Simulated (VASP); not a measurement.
A run of VASP 6.6.1 is set up as follows.

INCAR

```
PREC = Accurate
ENCUT = 500
EDIFF = 1E-6
ISMEAR = -1
SIGMA = 0.08
LREAL = False
LASPH = True
NELM = 120
ALGO = Normal
ISIF = 2
LWAVE = False
LCHARG = True
LELF = True
LVHAR = True
NBANDS = 32
GGA_COMPAT = False
```

Contents of KPOINTS:

```
regular mesh
0
Gamma
  10 10 13
```

Contents of POSCAR:

```
Ir
1.0
    3.8349342154      0.0000000000      0.0000000000
   -1.9174671077      3.3211504524      0.0000000000
    0.0000000000      0.0000000000      2.3198351979
Ir
3
Direct
    0.0000000000      0.0000000000      0.0000000000
    0.3333333333      0.6666666667      0.5000000000
    0.6666666667      0.3333333333      0.5000000000
```

Potentials or basis: VASP PAW LDA potentials, release 64 (Ir_sv_GW).

Run with:

```console
$ cat potpaw_LDA.64/Ir_sv_GW/POTCAR > POTCAR
$ mpirun -np 1 vasp_std > vasp.out
```

(1) What does it give for the band gap on the k mesh?

(2) Estimate the pressure.

## Answers

(1) zero (an odd number of electrons rules out a gap without spin polarisation).

(2) 339.7 GPa.

Caveat: the cell stands under pressure; spin-orbit coupling is left out, which moves the levels of the heavy elements.
